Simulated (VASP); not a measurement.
LiNbO3: relaxation of cell and atoms with LDA

Crystal: LiNbO3.

```
CELL_PARAMETERS angstrom
2.53367 1.46282 4.56795
-2.53367 1.46282 4.56795
0.00000 -2.92563 4.56795
ATOMIC_POSITIONS crystal
Li 0.70511 0.70511 0.70511
Li 0.20511 0.20511 0.20511
Nb 0.98893 0.98893 0.98893
Nb 0.48893 0.48893 0.48893
O 0.88145 0.26988 0.62107
O 0.62107 0.88145 0.26988
O 0.26988 0.62107 0.88145
O 0.76988 0.38145 0.12107
O 0.38145 0.12107 0.76988
O 0.12107 0.76988 0.38145
```

```
Program                : VASP 6.6.1
Task                   : relaxation of cell and atoms
Functional             : LDA
Potentials or basis    : VASP PAW LDA potentials, release 64 (Li_sv, Nb_sv, O)
Cutoff                 : 600 eV
k mesh                 : 9 × 9 × 9
Occupations            : gaussian, width 0.02 eV
Spin                   : no spin polarisation
Dipole correction      : no
Further INCAR settings : ALGO = Normal; EDIFF = 1e-06; IBRION = 2; EDIFFG = -0.002; NSW = 100; ISIF = 3
```

```
Relaxed volume                        : 10.13 Å³/atom
Relaxed cell                          : a = 5.416 Å, b = 5.416 Å, c = 5.416 Å, α = 55.74°, β = 55.74°, γ = 55.74°
Space group after relaxing (to 0.1 Å) : R3c (No. 161)
Energy gained by relaxing             : 0.2 meV/atom
Ionic steps                           : 21
Pressure after relaxing               : 0.0 GPa
Band gap on the k mesh                : 3.46 eV (least direct gap 3.49 eV)
```

Step by step:
```csv
step,energy change (eV),largest force (eV/Å),pressure (GPa),volume (Å³)
1,0.0000,0.1061,-0.30,101.58
2,-0.0014,0.0267,-0.01,101.31
3,-0.0015,0.0179,0.05,101.25
4,-0.0016,0.0130,-0.04,101.28
5,-0.0016,0.0127,-0.13,101.30
6,-0.0016,0.0110,-0.06,101.27
7,-0.0016,0.0108,0.01,101.25
8,-0.0016,0.0113,0.02,101.25
9,-0.0017,0.0096,0.01,101.25
10,-0.0017,0.0067,-0.02,101.26
11,-0.0017,0.0069,-0.06,101.27
12,-0.0017,0.0051,-0.02,101.26
13,-0.0017,0.0035,0.01,101.24
14,-0.0017,0.0026,0.04,101.22
15,-0.0017,0.0017,0.03,101.23
16,-0.0017,0.0034,0.01,101.23
17,-0.0017,0.0033,0.00,101.23
18,-0.0017,0.0032,0.01,101.23
19,-0.0017,0.0026,0.01,101.23
20,-0.0017,0.0026,0.01,101.24
21,-0.0017,0.0018,-0.01,101.25
```

Final structure:
```
CELL_PARAMETERS angstrom
2.53192 1.46180 4.55960
-2.53192 1.46180 4.55960
0.00000 -2.92361 4.55960
ATOMIC_POSITIONS crystal
Li 0.70556 0.70556 0.70556
Li 0.20556 0.20556 0.20556
Nb 0.98944 0.98944 0.98944
Nb 0.48944 0.48944 0.48944
O 0.88147 0.26962 0.62035
O 0.62035 0.88147 0.26962
O 0.26962 0.62035 0.88147
O 0.76962 0.38147 0.12035
O 0.38147 0.12035 0.76962
O 0.12035 0.76962 0.38147
```

Levels at points of the mesh, in eV from the valence-band top:
| k point | band 30 | band 31 | band 32 | band 33 | band 34 | band 35 | band 36 | band 37 | band 38 | band 39 |
| --- | --- | --- | --- | --- | --- | --- | --- | --- | --- | --- |
| (0.00, 0.00, 0.00) | -0.63 | -0.61 | -0.50 | -0.02 | -0.02 | 3.47 | 3.47 | 3.90 | 5.17 | 5.17 |

Wall time 91 min on 1 thread of Oxide Virtual Turin-like Processor, on a shared host, peak memory 0.47 GiB.

Caveat: the cutoff is under 1.25 times the usual one of these potentials, so pressure, stress and relaxed cells hold a basis-set (Pulay) error. A k mesh can miss the band edges.
